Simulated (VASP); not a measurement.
# TaN (a.f) (Fm-3m) in VASP: single point with PBEsol

Aim: the single point of TaN (a.f) with PBEsol.

All numbers are computed with VASP 6.6.1; they aren't measurements. Logs are shortened: lines on timing, memory, paths and dates and some standing lists are left out, and cuts for length are marked.

### 1 The cell of the first run

Symmetry: Fm-3m, No. 225, cubic system. The conventional cell has a = 4.375 Å, b = 4.375 Å, c = 4.375 Å, α = 90.00°, β = 90.00°, γ = 90.00°. Within 2.9 Å of Ta (site symmetry m-3m) lie 6 N at 2.19 Å. Within 2.9 Å of N (site symmetry m-3m) lie 6 Ta at 2.19 Å.

### 2 Single point, PBEsol

Input file INCAR:

```
PREC     = Accurate       # precision mode
ENCUT    = 600            # plane-wave cutoff, eV
EDIFF    = 1E-6           # SCF threshold, eV
ISMEAR   = 0              # smearing method
SIGMA    = 0.1            # smearing width, eV
LREAL    = False          # projectors in reciprocal space
LASPH    = True           # aspherical terms in the spheres
NELM     = 120            # most SCF steps
ALGO     = Normal         # electronic algorithm
ISIF     = 2              # what is computed and relaxed
LWAVE    = False          # write WAVECAR
LCHARG   = True           # write CHGCAR
GGA      = PS             # functional
LELF     = True           # ELF
LVHAR    = True         
NBANDS   = 15             # bands
GGA_COMPAT= False
```

Input file KPOINTS:

```
Automatic mesh
0
Gamma
  16 16 16
```

Input file POSCAR:

```
TaN
1.0
    0.0000000000      2.1874108981      2.1874108981
    2.1874108981      0.0000000000      2.1874108981
    2.1874108981      2.1874108981      0.0000000000
Ta N
1 1
Direct
    0.0000000000      0.0000000000      0.0000000000
    0.5000000000      0.5000000000      0.5000000000
```

Potentials or basis: VASP PAW PBE potentials, release 64 (Ta_pv, N).

The run is started by

```console
cat potpaw_PBE.64/Ta_pv/POTCAR potpaw_PBE.64/N/POTCAR > POTCAR
mpirun -np 1 vasp_std > vasp.out
```

OUTCAR:

```text
PREC = Accurate
   ENCUT = 600
   EDIFF = 1E-6
   ISMEAR = 0
   LREAL = False
   LASPH = True
   NELM = 120
   ISIF = 2
   GGA = PS

 ion  position               nearest neighbor table
   1  0.000  0.000  0.000-   2 2.19   2 2.19   2 2.19   2 2.19   2 2.19   2 2.19
   2  0.500  0.500  0.500-   1 2.19   1 2.19   1 2.19   1 2.19   1 2.19   1 2.19

  LATTYP: Found a face centered cubic cell.
 ALAT       =     4.3748217962

  Lattice vectors:

 A1 = (   0.0000000000,   2.1874108981,   2.1874108981)
 A2 = (   2.1874108981,   0.0000000000,   2.1874108981)
 A3 = (   2.1874108981,   2.1874108981,   0.0000000000)

Analysis of symmetry for initial positions (statically):
=====================================================================
 Subroutine PRICEL returns:
 Original cell was already a primitive cell.

 Routine SETGRP: Setting up the symmetry group for a
 face centered cubic supercell.

 Subroutine GETGRP returns: Found 48 space group operations
 (whereof 48 operations were pure point group operations)
 out of a pool of 48 trial point group operations.

The static configuration has the point symmetry O_h .

Analysis of symmetry for dynamics (positions and initial velocities):
=====================================================================
 Subroutine PRICEL returns:
 Original cell was already a primitive cell.

 Routine SETGRP: Setting up the symmetry group for a
 face centered cubic supercell.

 Subroutine GETGRP returns: Found 48 space group operations
 (whereof 48 operations were pure point group operations)
 out of a pool of 48 trial point group operations.

The dynamic configuration has the point symmetry O_h .

 Subroutine INISYM returns: Found 48 space group operations
 (whereof 48 operations are pure point group operations),
 and found     1 'primitive' translations

----------------------------------------------------------------------------------------

                                     Primitive cell

  volume of cell :      20.9325

  direct lattice vectors                    reciprocal lattice vectors
     0.000000000  2.187410898  2.187410898    -0.228580739  0.228580739  0.228580739
     2.187410898  0.000000000  2.187410898     0.228580739 -0.228580739  0.228580739
     2.187410898  2.187410898  0.000000000     0.228580739  0.228580739 -0.228580739

  length of vectors
     3.093466159  3.093466159  3.093466159     0.395913454  0.395913454  0.395913454

  position of ions in fractional coordinates (direct lattice)
     0.000000000  0.000000000  0.000000000
     0.500000000  0.500000000  0.500000000

  ion indices of the primitive-cell ions
   primitive index   ion index
                 1           1
                 2           2

----------------------------------------------------------------------------------------

 KPOINTS: Automatic mesh

Automatic generation of k-mesh.
 Grid dimensions read from file:
 generate k-points for:   16   16   16

 Generating k-lattice:

  Cartesian coordinates                     Fractional coordinates (reciprocal lattice)
    -0.014286296  0.014286296  0.014286296     0.062500000  0.000000000  0.000000000
     0.014286296 -0.014286296  0.014286296     0.000000000  0.062500000  0.000000000
     0.014286296  0.014286296 -0.014286296     0.000000000  0.000000000  0.062500000

  Length of vectors
     0.024744591  0.024744591  0.024744591

  Shift w.r.t. Gamma in fractional coordinates (k-lattice)
     0.000000000  0.000000000  0.000000000

 Subroutine IBZKPT returns following result:
 ===========================================

 Found    145 irreducible k-points:

 Following reciprocal coordinates:
            Coordinates               Weight
  0.000000  0.000000  0.000000      1.000000
  0.062500  0.000000  0.000000      8.000000
  0.125000  0.000000  0.000000      8.000000
  0.187500  0.000000  0.000000      8.000000
  0.250000  0.000000  0.000000      8.000000
  0.312500  0.000000  0.000000      8.000000
[... 16 lines left out ...]
 -0.125000  0.062500  0.000000     24.000000
 -0.062500  0.062500  0.000000     12.000000
 [... further k-points ...]
   k-points           NKPTS =    145   k-points in BZ     NKDIM =    145   number of bands    NBANDS=     15
   number of dos      NEDOS =    301   number of ions     NIONS =      2
   total plane-waves  NPLWV =  21952
   dimension x,y,z NGX =    28 NGY =   28 NGZ =   28
   dimension x,y,z NGXF=    56 NGYF=   56 NGZF=   56
   ions per type =               1   1
   NGX,Y,Z   is equivalent  to a cutoff of  15.05, 15.05, 15.05 a.u.
   NGXF,Y,Z  is equivalent  to a cutoff of  30.09, 30.09, 30.09 a.u.
 SYSTEM =  unknown system
   PREC   = accura    normal or accurate (medium, high low for compatibility)
   ISTART =      0    job   : 0-new  1-cont  2-samecut
   ICHARG =      2    charge: 1-file 2-atom 10-const
   ISPIN  =      1    spin polarized calculation?
   LNONCOLLINEAR =      F non collinear calculations
   LSORBIT =      F    spin-orbit coupling
   LASPH  =      T    aspherical Exc in radial PAW
   ENCUT  =  600.0 eV  44.10 Ry    6.64 a.u.   6.18  6.18  6.18*2*pi/ulx,y,z
   NELM   =    120;   NELMIN=  2; NELMDL= -5     # of ELM steps
   EDIFF  = 0.1E-05   stopping-criterion for ELM
   LREAL  =      F    real-space projection
   EDIFFG = 0.1E-04   stopping-criterion for IOM
   NSW    =      0    number of steps for IOM
   IBRION =     -1    ionic relax: 0-MD 1-quasi-New 2-CG
   NFREE  =      0    steps in history (QN), initial steepest desc. (CG)
   ISIF   =      2    stress and relaxation
   ISYM   =      2    0-nonsym 1-usesym 2-fastsym
   POTIM  = 0.5000    time-step for ionic-motion
   TEBEG  =    0.0;   TEEND  =   0.0 temperature during run
   PSTRESS=    0.0 pullay stress
   NELECT =      16.0000    total number of electrons
   NUPDOWN=      -1.0000    fix difference up-down
   EMIN   =  10.00;   EMAX   =-10.00  energy-range for DOS
   EFERMI =   0.00;   METHOD = LEGACY
   ISMEAR =     0;   SIGMA  =   0.10  broadening in eV -4-tet -1-fermi 0-gaus
   EFERMI_NEDOS =   21; number of points for ismear=-14 and -15
   IALGO  =     38    algorithm
   IMIX   =      4    mixing-type and parameters
     AMIX     =   0.40;   BMIX     =  1.00
     AMIX_MAG =   1.60;   BMIX_MAG =  1.00
  volume/ion in A,a.u.               =      10.47        70.63
  Fermi-wavevector in a.u.,A,eV,Ry     =   1.496837  2.828611 30.484131  2.240520
  Thomas-Fermi vector in A             =   2.608802
   LORBIT       =      0    0 simple, 1 ext, 2 COOP (PROOUT), +10 PAW based schemes
   GGA     = PS    functional components
   LHFCALC =     F    Hartree Fock is set to
   AEXX    =    0.0000 exact exchange contribution
   IVDW    =     0    specifies the selected vdW correction
   LEPSILON=     F    determine dielectric tensor
   LRPA    =     F    only Hartree local field effects (RPA)
 non-spin polarized calculation
 Gauss-broadening in eV      SIGMA  =   0.10
  energy-cutoff  :      600.00
  volume of cell :       20.93
 maximum number of plane-waves:       725
 NGX is ok and might be reduce to    28
   NGX = 13   NGY = 13   NGZ = 13

 number of electron      16.0000000 magnetization

 Free energy of the ion-electron system (eV)
  ---------------------------------------------------
  ext. energy  EPLUGINS =         0.00000000
  ---------------------------------------------------
  free energy    TOTEN  =       -23.21335638 eV

  energy without entropy =      -23.20774065  energy(sigma->0) =      -23.21054852

 E-fermi :   9.5452     XC(G=0): -13.6758

 val. band max:        9.5374616848   @ k =  -0.2500   0.3750   0.1250
 cond. band min:       9.5518971696   @ k =  -0.3125   0.3125   0.1250
 fundamental gap:      0.0144354849
 Fermi energy:         9.5451602285

 k-point     1 :       0.0000    0.0000    0.0000
  band No.  band energies     occupation
      1     -26.1191      2.00000
      2     -26.1191      2.00000
      3     -26.1191      2.00000
      4      -9.3831      2.00000
      5       5.7157      2.00000
      6       5.7157      2.00000
      7       5.7157      2.00000
      8       7.3822      2.00000
      9       7.3822      2.00000
     10       7.3822      2.00000
     11       9.5847      0.57557
     12       9.5847      0.57557
     13      11.2345      0.00000
     14      18.9373      0.00000
     15      21.9562      0.00000

 k-point     2 :       0.0625    0.0000    0.0000
  band No.  band energies     occupation
      1     -26.1569      2.00000
      2     -26.1224      2.00000
      3     -26.1224      2.00000
      4      -9.2836      2.00000
      5       5.1903      2.00000
      6       5.3597      2.00000
      7       5.3597      2.00000
      8       7.5455      2.00000
      9       7.5455      2.00000
     10       7.6222      2.00000
     11       9.9922      0.00000
     12       9.9922      0.00000
     13      11.5248      0.00000
     14      19.2399      0.00000
     15      21.9561      0.00000

 k-point     3 :       0.1250    0.0000    0.0000
  band No.  band energies     occupation
      1     -26.2631      2.00000
      2     -26.1321      2.00000
      3     -26.1321      2.00000
      4      -8.9965      2.00000
      5       4.1345      2.00000
      6       4.6305      2.00000
      7       4.6305      2.00000
      8       7.9222      2.00000
      9       7.9222      2.00000
     10       7.9724      2.00000
     11      10.9772      0.00000
     12      10.9772      0.00000
     13      12.2664      0.00000
     14      20.0790      0.00000
     15      21.9555      0.00000
[... 343 lines left out ...]
 k-point    23 :      -0.1250    0.0625    0.0000
  band No.  band energies     occupation
      1     -26.3247      2.00000
      2     -26.1655      2.00000
      3     -26.1274      2.00000
      4      -8.7904      2.00000
      5       3.4709      2.00000
      6       4.0630      2.00000
      7       4.5493      2.00000
      8       7.8640      2.00000
      9       8.1013      2.00000
     10       8.7015      2.00000
     11      10.6518      0.00000
     12      12.1048      0.00000
     13      12.9301      0.00000
     14      20.6694      0.00000
     15      21.9549      0.00000

 k-point    24 :      -0.0625    0.0625    0.0000
  band No.  band energies     occupation
      1     -26.2092      2.00000
      2     -26.1427      2.00000
      3     -26.1213      2.00000
      4      -9.1236      2.00000
      5       4.4799      2.00000
      6       4.7940      2.00000
      7       5.1450      2.00000
      8       7.5608      2.00000
      9       7.7968      2.00000
     10       8.1078      2.00000
     11      10.0275      0.00000
     12      10.9080      0.00000
     13      12.0370      0.00000
     14      19.7208      0.00000
     15      21.9558      0.00000

 [... further k-points ...]
[... 5 lines left out ...]
  --------------------------------------------------------------------------------------
  -------------------------------------------------------------------------------------
  Total        0.1482411      0.1482411      0.1482411      0.0000000     -0.0000000      0.0000000
  in kB       11.3463970     11.3463970     11.3463970      0.0000000     -0.0000000      0.0000000
  external PRESSURE =      11.3463970 kB  Pullay stress =       0.0000000 kB

 VOLUME and BASIS-vectors are now :
 -----------------------------------------------------------------------------
  energy-cutoff  :      600.00
  volume of cell :       20.93
      direct lattice vectors                 reciprocal lattice vectors
     0.000000000  2.187410898  2.187410898    -0.228580739  0.228580739  0.228580739
     2.187410898  0.000000000  2.187410898     0.228580739 -0.228580739  0.228580739
     2.187410898  2.187410898  0.000000000     0.228580739  0.228580739 -0.228580739

 POSITION                                       TOTAL-FORCE (eV/Angst)
 -----------------------------------------------------------------------------------
      0.00000      0.00000      0.00000         0.000000      0.000000     -0.000000
      2.18741      2.18741      2.18741         0.000000      0.000000      0.000000
 -----------------------------------------------------------------------------------
    total drift:                                0.000000      0.000000      0.000000

  FREE ENERGIE OF THE ION-ELECTRON SYSTEM (eV)
  ---------------------------------------------------
  free  energy   TOTEN  =       -23.2133563824 eV

  energy  without entropy=      -23.2077406521  energy(sigma->0) =      -23.21054852
```

It took 68 s on 1 thread of AMD EPYC 7R43 (Zen 3), shared host; peak memory 0.17 GiB.

What came out:

```yaml
Free_energy: -23.2134 eV
Pressure: 1.1 GPa
Band_gap_on_the_k_mesh: zero (band 8 reaches 11.51 eV, above the bottom of band 9 at 7.38 eV)
```

Levels at points of the mesh, in eV from the Fermi level:
| k point | band 5 | band 6 | band 7 | band 8 | band 9 | band 10 | band 11 | band 12 |
| --- | --- | --- | --- | --- | --- | --- | --- | --- |
| (0.00, 0.00, 0.00) | -3.83 | -3.83 | -3.83 | -2.16 | -2.16 | -2.16 | 0.04 | 0.04 |
| (0.50, 0.00, 0.00) | -10.52 | -7.69 | -7.69 | 1.97 | 1.97 | 2.07 | 3.87 | 7.73 |
| (0.50, 0.50, 0.00) | -6.65 | -5.60 | -4.64 | -4.64 | 2.15 | 3.66 | 3.66 | 4.74 |

Caveat: the PAW data sets were made with another functional, which shifts forces and pressure a little; spin-orbit coupling is left out, which moves the levels of the heavy elements.
